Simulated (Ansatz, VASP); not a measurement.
## Sn: VASP beside Ansatz

Contents of POSCAR:

```
Sn
1.0
    4.6349415768      0.0000000000      0.0000000000
   -2.3174707884      4.0139771505      0.0000000000
    0.0000000000      0.0000000000      7.6138918620
Sn
4
Direct
    0.3333333333      0.6666666667      0.0002405554
    0.6666666667      0.3333333333      0.5002405554
    0.3333333333      0.6666666667      0.3747594446
    0.6666666667      0.3333333333      0.8747594446
```

Contents of INCAR.step1:

```
PREC     = Accurate       # precision mode
ENCUT    = 520            # plane-wave cutoff, eV
ISMEAR   = -1             # smearing method
SIGMA    = 0.02           # smearing width, eV
LREAL    = F              # projectors in reciprocal space
LASPH    = T              # aspherical terms in the spheres
NELM     = 60             # most SCF steps
NBANDS   = 36             # bands
GGA      = PE             # functional
ALGO     = Normal         # electronic algorithm
EDIFF    = 1E-4           # SCF threshold, eV
LWAVE    = T              # write WAVECAR
LCHARG   = F              # write CHGCAR
```

INCAR.step2

```
PREC     = Accurate       # precision mode
ENCUT    = 520            # plane-wave cutoff, eV
EDIFF    = 1E-6           # SCF threshold, eV
ISMEAR   = -1             # smearing method
SIGMA    = 0.02           # smearing width, eV
LREAL    = F              # projectors in reciprocal space
LASPH    = T              # aspherical terms in the spheres
NELM     = 60             # most SCF steps
ALGO     = Normal         # electronic algorithm
ISIF     = 2              # what is computed and relaxed
LWAVE    = F              # write WAVECAR
LCHARG   = F              # write CHGCAR
METAGGA  = R2SCAN         # meta-GGA
LMIXTAU  = T            
NBANDS   = 36             # bands
ISTART   = 1
```

Contents of KPOINTS:

```
Automatic mesh
0
Gamma
  6 6 4
```

Input for Ansatz:

```yaml
crystal:
  lattice:
    - [4.6349415768, 0.0, 0.0]
    - [-2.3174707884, 4.0139771505, 0.0]
    - [0.0, 0.0, 7.613891862]
  atoms:
    - { symbol: Sn, position: [0.3333333333, 0.6666666667, 0.0002405554] }
    - { symbol: Sn, position: [0.6666666667, 0.3333333333, 0.5002405554] }
    - { symbol: Sn, position: [0.3333333333, 0.6666666667, 0.3747594446] }
    - { symbol: Sn, position: [0.6666666667, 0.3333333333, 0.8747594446] }
kpoints:
  mp_grid: { grid: [6, 6, 4] }
  band_path:
    path:
      - [0.0, 0.0, 0.0]
      - [0.5, 0.0, 0.0]
      - [0.3333333333, 0.3333333333, 0.0]
      - [0.0, 0.0, 0.5]
      - [0.5, 0.0, 0.5]
      - [0.3333333333, 0.3333333333, 0.5]
      - [0.0, 0.0, 0.1]
      - [0.0, 0.0, 0.25]
    npoints: 1
hamiltonian:
  xc: r2scan
scf:
  occupations: { method: fermi_dirac, width: 0.02 }
  n_extra_bands: 5
output:
  forces: true
  stress: true
  eigenvalues: true
```

Alike in both runs: task single point; functional r2SCAN; k mesh 6 × 6 × 4; occupations fermi-dirac, width 0.02 eV; no spin polarisation.

|  | VASP | Ansatz |
| --- | --- | --- |
| version | VASP 6.6.1 | Ansatz 0.2.0 |
| potentials or method | VASP PAW PBE potentials, release 64 (Sn_d) | plane waves, PAW |
| plane-wave cutoff (eV) | 520 | 500 |
| valence electrons in the cell | 56 | 56 |

|  | VASP | Ansatz | Ansatz less VASP |
| --- | --- | --- | --- |
| pressure (GPa) | 0.0 | 0.0 | +0.03 |

VASP's potentials were made for PBE, not for r2SCAN.
